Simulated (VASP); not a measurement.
# NbRu3C (Pm-3m) in VASP: notebook

The runs below take NbRu3C through single point, with PBEsol.

Everything below comes from runs of VASP 6.6.1. Logs are shortened: lines on timing, memory, paths and dates and some standing lists are left out, and cuts for length are marked.

## (1) The cell of the first run

It takes space group Pm-3m (No. 221, cubic). The conventional cell has a = 3.968 Å, b = 3.968 Å, c = 3.968 Å, α = 90.00°, β = 90.00°, γ = 90.00°. Within 2.6 Å of Ru (site symmetry 4/mmm) lie 2 C at 1.98 Å. Nb (site symmetry m-3m) has 12 Ru at 2.81 Å and 8 C at 3.44 Å within 3.7 Å. Within 2.6 Å of C (site symmetry m-3m) lie 6 Ru at 1.98 Å.

## (2) Single point, PBEsol

Input file INCAR:

```
PREC = Accurate ; ENCUT = 520
EDIFF = 1E-7 ; ISMEAR = -1
SIGMA = 0.05 ; LREAL = False
LASPH = True ; NELM = 60
ALGO = Normal ; ISIF = 2
LWAVE = False ; LCHARG = True
GGA = PS ; LELF = True
LVHAR = True ; NBANDS = 38
```

Input file KPOINTS:

```
regular mesh
0
Gamma
  7 7 7
```

Input file POSCAR:

```
NbRu3C
1.0
    3.9683314688      0.0000000000      0.0000000000
    0.0000000000      3.9683314688      0.0000000000
    0.0000000000      0.0000000000      3.9683314688
Ru Nb C
3 1 1
Direct
    0.5000000000      0.5000000000      0.0000000000
    0.5000000000      0.0000000000      0.5000000000
    0.0000000000      0.5000000000      0.5000000000
    0.0000000000      0.0000000000      0.0000000000
    0.5000000000      0.5000000000      0.5000000000
```

Potentials or basis: VASP PAW PBE potentials, release 64 (Ru_pv, Nb_sv, C).

Run with:

```bash
$ cat potpaw_PBE.64/Ru_pv/POTCAR potpaw_PBE.64/Nb_sv/POTCAR potpaw_PBE.64/C/POTCAR > POTCAR
$ mpirun -np 1 vasp_std > vasp.out
```

OUTCAR:

```text
PREC = Accurate
   ENCUT = 520
   EDIFF = 1E-7
   ISMEAR = -1
   LREAL = False
   LASPH = True
   NELM = 60
   ISIF = 2
   GGA = PS

 ion  position               nearest neighbor table
   1  0.500  0.500  0.000-   5 1.98   5 1.98   4 2.81   2 2.81   2 2.81   3 2.81   3 2.81   2 2.81
                             4 2.81   2 2.81   3 2.81   4 2.81   3 2.81   4 2.81
   2  0.500  0.000  0.500-   5 1.98   5 1.98   4 2.81   1 2.81   1 2.81   4 2.81   1 2.81   3 2.81
                             3 2.81   1 2.81   3 2.81   4 2.81   4 2.81   3 2.81
   3  0.000  0.500  0.500-   5 1.98   5 1.98   4 2.81   1 2.81   1 2.81   4 2.81   2 2.81   4 2.81
                             4 2.81   1 2.81   2 2.81   2 2.81   1 2.81   2 2.81
   4  0.000  0.000  0.000-   1 2.81   2 2.81   3 2.81   2 2.81   3 2.81   1 2.81   3 2.81   3 2.81
                             1 2.81   2 2.81   2 2.81   1 2.81
   5  0.500  0.500  0.500-   1 1.98   2 1.98   3 1.98   1 1.98   2 1.98   3 1.98

  LATTYP: Found a simple cubic cell.
 ALAT       =     3.9683314688

  Lattice vectors:

 A1 = (   3.9683314688,   0.0000000000,   0.0000000000)
 A2 = (   0.0000000000,   3.9683314688,   0.0000000000)
 A3 = (   0.0000000000,   0.0000000000,   3.9683314688)

Analysis of symmetry for initial positions (statically):
=====================================================================
 Subroutine PRICEL returns:
 Original cell was already a primitive cell.

 Routine SETGRP: Setting up the symmetry group for a
 simple cubic supercell.

 Subroutine GETGRP returns: Found 48 space group operations
 (whereof 48 operations were pure point group operations)
 out of a pool of 48 trial point group operations.

The static configuration has the point symmetry O_h .

Analysis of symmetry for dynamics (positions and initial velocities):
=====================================================================
 Subroutine PRICEL returns:
 Original cell was already a primitive cell.

 Routine SETGRP: Setting up the symmetry group for a
 simple cubic supercell.

 Subroutine GETGRP returns: Found 48 space group operations
 (whereof 48 operations were pure point group operations)
 out of a pool of 48 trial point group operations.

The dynamic configuration has the point symmetry O_h .

 Subroutine INISYM returns: Found 48 space group operations
 (whereof 48 operations are pure point group operations),
 and found     1 'primitive' translations

----------------------------------------------------------------------------------------

                                     Primitive cell

  volume of cell :      62.4919

  direct lattice vectors                    reciprocal lattice vectors
     3.968331469  0.000000000  0.000000000     0.251995079  0.000000000  0.000000000
     0.000000000  3.968331469  0.000000000     0.000000000  0.251995079  0.000000000
     0.000000000  0.000000000  3.968331469     0.000000000  0.000000000  0.251995079

  length of vectors
     3.968331469  3.968331469  3.968331469     0.251995079  0.251995079  0.251995079

  position of ions in fractional coordinates (direct lattice)
     0.500000000  0.500000000  0.000000000
     0.500000000  0.000000000  0.500000000
     0.000000000  0.500000000  0.500000000
     0.000000000  0.000000000  0.000000000
     0.500000000  0.500000000  0.500000000

  ion indices of the primitive-cell ions
   primitive index   ion index
                 1           1
                 2           2
                 3           3
                 4           4
                 5           5

----------------------------------------------------------------------------------------

 KPOINTS: regular mesh

Automatic generation of k-mesh.
 Grid dimensions read from file:
 generate k-points for:    7    7    7

 Generating k-lattice:

  Cartesian coordinates                     Fractional coordinates (reciprocal lattice)
     0.035999297  0.000000000  0.000000000     0.142857143  0.000000000  0.000000000
     0.000000000  0.035999297  0.000000000     0.000000000  0.142857143  0.000000000
     0.000000000  0.000000000  0.035999297     0.000000000  0.000000000  0.142857143

  Length of vectors
     0.035999297  0.035999297  0.035999297

  Shift w.r.t. Gamma in fractional coordinates (k-lattice)
     0.000000000  0.000000000  0.000000000

 Subroutine IBZKPT returns following result:
 ===========================================

 Found     20 irreducible k-points:

 Following reciprocal coordinates:
            Coordinates               Weight
  0.000000  0.000000  0.000000      1.000000
  0.142857  0.000000  0.000000      6.000000
  0.285714  0.000000  0.000000      6.000000
  0.428571  0.000000  0.000000      6.000000
  0.142857  0.142857  0.000000     12.000000
  0.285714  0.142857  0.000000     24.000000
[... 12 lines left out ...]
  0.428571  0.428571  0.285714     24.000000
  0.428571  0.428571  0.428571      8.000000
   k-points           NKPTS =     20   k-points in BZ     NKDIM =     20   number of bands    NBANDS=     38
   number of dos      NEDOS =    301   number of ions     NIONS =      5
   total plane-waves  NPLWV =  27000
   dimension x,y,z NGX =    30 NGY =   30 NGZ =   30
   dimension x,y,z NGXF=    60 NGYF=   60 NGZF=   60
   ions per type =               3   1   1
   NGX,Y,Z   is equivalent  to a cutoff of  12.57, 12.57, 12.57 a.u.
   NGXF,Y,Z  is equivalent  to a cutoff of  25.14, 25.14, 25.14 a.u.
 SYSTEM =  unknown system
   PREC   = accura    normal or accurate (medium, high low for compatibility)
   ISTART =      0    job   : 0-new  1-cont  2-samecut
   ICHARG =      2    charge: 1-file 2-atom 10-const
   ISPIN  =      1    spin polarized calculation?
   LNONCOLLINEAR =      F non collinear calculations
   LSORBIT =      F    spin-orbit coupling
   LASPH  =      T    aspherical Exc in radial PAW
   ENCUT  =  520.0 eV  38.22 Ry    6.18 a.u.   7.38  7.38  7.38*2*pi/ulx,y,z
   NELM   =     60;   NELMIN=  2; NELMDL= -5     # of ELM steps
   EDIFF  = 0.1E-06   stopping-criterion for ELM
   LREAL  =      F    real-space projection
   EDIFFG = 0.1E-05   stopping-criterion for IOM
   NSW    =      0    number of steps for IOM
   IBRION =     -1    ionic relax: 0-MD 1-quasi-New 2-CG
   NFREE  =      0    steps in history (QN), initial steepest desc. (CG)
   ISIF   =      2    stress and relaxation
   ISYM   =      2    0-nonsym 1-usesym 2-fastsym
   POTIM  = 0.5000    time-step for ionic-motion
   TEBEG  =    0.0;   TEEND  =   0.0 temperature during run
   PSTRESS=    0.0 pullay stress
   NELECT =      59.0000    total number of electrons
   NUPDOWN=      -1.0000    fix difference up-down
   EMIN   =  10.00;   EMAX   =-10.00  energy-range for DOS
   EFERMI =   0.00;   METHOD = LEGACY
   ISMEAR =    -1;   SIGMA  =   0.05  broadening in eV -4-tet -1-fermi 0-gaus
   EFERMI_NEDOS =   21; number of points for ismear=-14 and -15
   IALGO  =     38    algorithm
   IMIX   =      4    mixing-type and parameters
     AMIX     =   0.40;   BMIX     =  1.00
     AMIX_MAG =   1.60;   BMIX_MAG =  1.00
  volume/ion in A,a.u.               =      12.50        84.34
  Fermi-wavevector in a.u.,A,eV,Ry     =   1.606020  3.034937 35.093501  2.579300
  Thomas-Fermi vector in A             =   2.702274
   LORBIT       =      0    0 simple, 1 ext, 2 COOP (PROOUT), +10 PAW based schemes
   GGA     = PS    functional components
   LHFCALC =     F    Hartree Fock is set to
   AEXX    =    0.0000 exact exchange contribution
   IVDW    =     0    specifies the selected vdW correction
   LEPSILON=     F    determine dielectric tensor
   LRPA    =     F    only Hartree local field effects (RPA)
 non-spin polarized calculation
  energy-cutoff  :      520.00
  volume of cell :       62.49
 maximum number of plane-waves:      1743
 NGX is ok and might be reduce to    30
   NGX = 15   NGY = 15   NGZ = 15

 number of electron      58.9999976 magnetization

 Free energy of the ion-electron system (eV)
  ---------------------------------------------------
  ext. energy  EPLUGINS =         0.00000000
  ---------------------------------------------------
  free energy    TOTEN  =       -51.37120597 eV

  energy without entropy =      -51.35276770  energy(sigma->0) =      -51.36198683

 E-fermi :  13.2315     XC(G=0): -13.9054

 val. band max:       13.1563714571   @ k =   0.4286   0.1429   0.1429
 cond. band min:      13.2483371810   @ k =   0.2857   0.2857   0.2857
 fundamental gap:      0.0919657239
 Fermi energy:        13.2315242662

 k-point     1 :       0.0000    0.0000    0.0000
  band No.  band energies     occupation
      1     -42.6169      2.00000
      2     -30.6758      2.00000
      3     -30.6758      2.00000
      4     -30.6758      2.00000
      5     -29.9088      2.00000
      6     -29.9088      2.00000
[... 30 lines left out ...]
     37      16.5139      0.00000
     38      18.6398      0.00000

 k-point     2 :       0.1429    0.0000    0.0000
  band No.  band energies     occupation
      1     -42.6170      2.00000
      2     -30.6676      2.00000
      3     -30.6676      2.00000
      4     -30.6615      2.00000
      5     -29.9185      2.00000
      6     -29.9154      2.00000
[... 30 lines left out ...]
     37      16.5007      0.00000
     38      18.3057      0.00000

 k-point     3 :       0.2857    0.0000    0.0000
  band No.  band energies     occupation
      1     -42.6173      2.00000
      2     -30.6487      2.00000
      3     -30.6487      2.00000
      4     -30.6271      2.00000
      5     -29.9563      2.00000
      6     -29.9350      2.00000
[... 30 lines left out ...]
     37      16.4752      0.00000
     38      18.4771      0.00000

 k-point     4 :       0.4286    0.0000    0.0000
  band No.  band energies     occupation
      1     -42.6176      2.00000
      2     -30.6326      2.00000
      3     -30.6326      2.00000
      4     -30.5965      2.00000
      5     -29.9895      2.00000
      6     -29.9519      2.00000
[... 30 lines left out ...]
     37      16.4582      0.00000
     38      19.1521      0.00000
[... 539 lines left out ...]
      4     -30.3890      2.00000
      5     -30.1199      2.00000
      6     -30.1119      2.00000
[... 30 lines left out ...]
     37      17.5480      0.00000
     38      18.3735      0.00000

 k-point    19 :       0.4286    0.4286    0.2857
  band No.  band energies     occupation
      1     -42.6148      2.00000
      2     -30.9988      2.00000
      3     -30.4114      2.00000
      4     -30.3486      2.00000
      5     -30.1565      2.00000
      6     -30.1198      2.00000
[... 30 lines left out ...]
     37      17.1551      0.00000
     38      18.2665      0.00000

 k-point    20 :       0.4286    0.4286    0.4286
  band No.  band energies     occupation
      1     -42.6138      2.00000
      2     -31.0579      2.00000
      3     -30.3468      2.00000
      4     -30.3468      2.00000
      5     -30.1621      2.00000
      6     -30.1610      2.00000
[... 30 lines left out ...]
     37      16.0359      0.00000
     38      19.0281      0.00000

------------------------ aborting loop because EDIFF is reached ----------------------------------------

  FORCE on cell =-STRESS in cart. coord.  units (eV):
  Direction    XX          YY          ZZ          XY          YZ          ZX
  --------------------------------------------------------------------------------------
  -------------------------------------------------------------------------------------
  Total        3.8976939      3.8976939      3.8976939     -0.0000000     -0.0000000      0.0000000
  in kB       99.9296780     99.9296780     99.9296780     -0.0000000     -0.0000000      0.0000000
  external PRESSURE =      99.9296780 kB  Pullay stress =       0.0000000 kB

 VOLUME and BASIS-vectors are now :
 -----------------------------------------------------------------------------
  energy-cutoff  :      520.00
  volume of cell :       62.49
      direct lattice vectors                 reciprocal lattice vectors
     3.968331469  0.000000000  0.000000000     0.251995079  0.000000000  0.000000000
     0.000000000  3.968331469  0.000000000     0.000000000  0.251995079  0.000000000
     0.000000000  0.000000000  3.968331469     0.000000000  0.000000000  0.251995079

 POSITION                                       TOTAL-FORCE (eV/Angst)
 -----------------------------------------------------------------------------------
      1.98417      1.98417      0.00000         0.000000      0.000000      0.000000
      1.98417      0.00000      1.98417         0.000000      0.000000      0.000000
      0.00000      1.98417      1.98417         0.000000      0.000000      0.000000
      0.00000      0.00000      0.00000         0.000000      0.000000      0.000000
      1.98417      1.98417      1.98417         0.000000      0.000000      0.000000
 -----------------------------------------------------------------------------------
    total drift:                                0.000000      0.000000     -0.000000

  FREE ENERGIE OF THE ION-ELECTRON SYSTEM (eV)
  ---------------------------------------------------
  free  energy   TOTEN  =       -51.3712059669 eV

  energy  without entropy=      -51.3527677013  energy(sigma->0) =      -51.36198683
```

It took 53 s on 1 thread of Intel Xeon Platinum 8375C at 2.90GHz (Ice Lake), shared host; peak memory 0.19 GiB.

What came out:

* Free energy: -51.3712 eV
* Pressure: 10.0 GPa

Levels at points of the mesh, in eV from the Fermi level:
| k point | band 25 | band 26 | band 27 | band 28 | band 29 | band 30 | band 31 | band 32 | band 33 | band 34 |
| --- | --- | --- | --- | --- | --- | --- | --- | --- | --- | --- |
| (0.00, 0.00, 0.00) | -2.84 | -2.84 | -1.52 | -1.52 | 0.72 | 0.76 | 0.76 | 0.76 | 2.06 | 2.06 |

Caveat: the PAW data sets were made with another functional, which shifts forces and pressure a little.

## (3) Single point, PBEsol

This run uses another cell than the first one, of 12.80 Å³/atom, 1.024 times its volume.

Input file INCAR:

```
SYSTEM = NbRu3C
ALGO = Normal ; EDIFF = 1E-6
ENCUT = 520 ; GGA = PS
ISIF = 2 ; ISMEAR = -1
LASPH = .TRUE. ; LCHARG = .FALSE.
LREAL = .FALSE. ; LWAVE = .FALSE.
NBANDS = 38 ; NELM = 60
PREC = Accurate ; SIGMA = 0.05
```

Input file KPOINTS:

```
k-points
0
G
  7 7 7
  0 0 0
```

Edit POSCAR of step 2 so:

```diff
@@ -2,5 +2,5 @@
 1.0
-    3.9683314688      0.0000000000      0.0000000000
-    0.0000000000      3.9683314688      0.0000000000
-    0.0000000000      0.0000000000      3.9683314688
+    4.0000129986      0.0000000000      0.0000000000
+    0.0000000000      4.0000129986      0.0000000000
+    0.0000000000      0.0000000000      4.0000129986
 Ru Nb C
```

Potentials or basis: VASP PAW PBE potentials, release 64 (Ru_pv, Nb_sv, C).

Run with:

```bash
$ cat potpaw_PBE.64/Ru_pv/POTCAR potpaw_PBE.64/Nb_sv/POTCAR potpaw_PBE.64/C/POTCAR > POTCAR
$ mpirun -np 1 vasp_std > vasp.out
```

Wall time 42 s (1 thread of Intel Xeon Platinum 8375C at 2.90GHz (Ice Lake), shared host); peak memory 0.19 GiB.

It converged, with:

* Free energy: -51.4280 eV
* Pressure: 2.0 GPa

Levels at points of the mesh, in eV from the Fermi level:
```
           k point  band 27  band 28  band 29  band 30  band 31  band 32
(0.00, 0.00, 0.00)    -1.48    -1.48     0.69     0.72     0.72     0.72
```

Caveat: the PAW data sets were made with another functional, which shifts forces and pressure a little.
